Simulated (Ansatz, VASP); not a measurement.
Two plane-wave programs on BAs

```
B As
1.0
     3.36604    0.00000    0.00000
    -1.68302    2.91507    0.00000
     0.00000    0.00000    7.99465
B As
2 2
Direct
  0.00000 0.00000 0.00000
  0.33333 0.66667 0.50000
  0.33333 0.66667 0.00000
  0.66667 0.33333 0.50000
```

Alike in both runs: functional r2SCAN; k mesh 9 × 9 × 4; occupations gaussian, width 0.02 eV; no spin polarisation.

Ansatz relaxed the structure, and its values are those at the end. VASP's run is a single point on that final structure, the one shown.

```csv
,VASP,Ansatz
version,VASP 6.6.1,Ansatz 0.2.0
potentials or method,"VASP PAW PBE potentials, release 64 (B, As_d), cutoff 620 eV","scalar-relativistic, plane waves, PAW"
valence electrons in the cell,36,36
```

VASP gave:

- gap on the k mesh at the Fermi level (eV): 0.84
- least direct gap on the mesh (eV): 0.91
- pressure (GPa): 0.1

Problem. Estimate Ansatz's values.

Solution. gap on the k mesh at the Fermi level (eV): 0.82; least direct gap on the mesh (eV): 0.89; pressure (GPa): 0.0.

VASP's potentials were made for PBE, not for r2SCAN. The functional is the same, so the differences come from potentials, cutoffs and numerics.
